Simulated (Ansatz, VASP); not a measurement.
Bi in VASP and in Ansatz

```
Bi
1.0
     3.57157    0.00000    0.00000
    -1.78579    3.09307    0.00000
     0.00000    0.00000   11.94432
Bi
4
Direct
  0.00000 0.00000 0.00000
  0.00000 0.00000 0.50000
  0.33333 0.66667 0.25000
  0.66667 0.33333 0.75000
```

Alike in both runs: task single point; functional PBE; k mesh 12 × 12 × 3; occupations fermi-dirac, width 0.1 eV; no spin polarisation.

```csv
,VASP,Ansatz
version,VASP 6.6.1,Ansatz 0.2.0
potentials or method,"VASP PAW PBE potentials, release 64 (Bi_d), cutoff 520 eV","plane waves (420 eV) with PAW, scalar-relativistic"
valence electrons in the cell,60,60
```

```csv
,VASP,Ansatz,Ansatz less VASP
pressure (GPa),-2.0,-1.9,+0.06
"traceless stress, the component that is largest in VASP (GPa)",0.23,0.23,-0.001
```

With one functional, cell and mesh, what is left measures potentials, basis and numerics.

Neither program's run includes spin-orbit coupling.
